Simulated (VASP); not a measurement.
Write the native input for VASP 6.6.1 that does the following.

```yaml
Task: single point
Functional: PBE
Potentials_or_basis: VASP PAW PBE potentials, release 64 (Cu, O)
Cutoff: 520 eV
k_mesh: 1 × 1 × 1
Occupations: gaussian, width 0.1 eV
Spin: no spin polarisation
Dipole_correction: no
Further_INCAR_settings: ALGO = Normal; EDIFF = 1e-07; NBANDS = 25
```

The structure of CuO lies in POSCAR:

```
CuO
1.0
    2.3446500000     -1.7134000000      0.0000000000
    2.3446500000      1.7134000000      0.0000000000
   -0.8605500000      0.0000000000      5.0594400000
Cu O
2 2
Direct
    0.0032000000      0.4968000000      0.0000000000
    0.4968000000      0.0032000000      0.5000000000
    0.5714000000      0.4056000000      0.2537000000
    0.4056000000      0.5714000000      0.7537000000
```

These files were run (other wordings do the same):

INCAR

```
PREC = Accurate
ENCUT = 520
EDIFF = 1E-7
ISMEAR = 0
SIGMA = 0.1
LREAL = F
LASPH = T
NELM = 80
ALGO = Normal
ISIF = 2
LWAVE = F
LCHARG = F
GGA = PE
NBANDS = 25
```

KPOINTS

```
regular mesh
0
Gamma
  1 1 1
```

Potentials or basis: VASP PAW PBE potentials, release 64 (Cu, O).

The run is started by

```console
$ cat potpaw_PBE.64/Cu/POTCAR potpaw_PBE.64/O/POTCAR > POTCAR
$ mpirun -np 1 vasp_gam > vasp.out
```

Results of the run:

```
Pressure      : 5.8 GPa
Largest force : 1.629 eV/Å
```

Caveat: the k points lie up to 2.28 Å⁻¹ apart; forces of over 1 eV/Å act on the atoms, so gaps and moduli don't describe the material at rest.

Run time: 3.7 s on 1 thread of Intel(R) Xeon(R) 6975P-C (Granite Rapids), on a shared host, peak memory 0.14 GiB.
